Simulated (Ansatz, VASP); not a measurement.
# Ni: VASP beside Ansatz

```
CELL_PARAMETERS angstrom
2.52613 0.00000 0.00000
-1.26306 2.18769 0.00000
0.00000 0.00000 4.15635
ATOMIC_POSITIONS crystal
Ni 0.33333 0.66667 0.25000
Ni 0.66667 0.33333 0.75000
```

Alike in both runs: functional BLYP; k mesh 14 × 14 × 8; occupations fermi-dirac, width 0.05 eV; collinear spin.

Ansatz relaxed the structure, and its values are those at the end. VASP's run is a single point on that final structure, the one shown.

```csv
,VASP,Ansatz
version,VASP 6.6.1,Ansatz 0.2.0
potentials or method,"VASP PAW PBE potentials, release 64 (Ni), cutoff 520 eV","plane waves (420 eV) with PAW, scalar-relativistic"
valence electrons in the cell,20,36
```

|  | VASP | Ansatz | Ansatz less VASP |
| --- | --- | --- | --- |
| pressure (GPa) | -0.5 | 0.0 | +0.47 |
| net moment per atom (μB) | 0.00 | 0.63 | +0.631 |
| size of the moment on the site where the two differ most (μB) | 0.24 | 0.67 | +0.424 |

The net moments are unlike, so the other rows may belong to different states. VASP's potentials were made for PBE, not for BLYP. Site moments also hang on the region over which each program counts them. VASP's potentials hold 20 valence electrons a cell and Ansatz's 36, so a difference there can come from the potentials and not from the codes. Ansatz's warnings: seeded moment not kept.
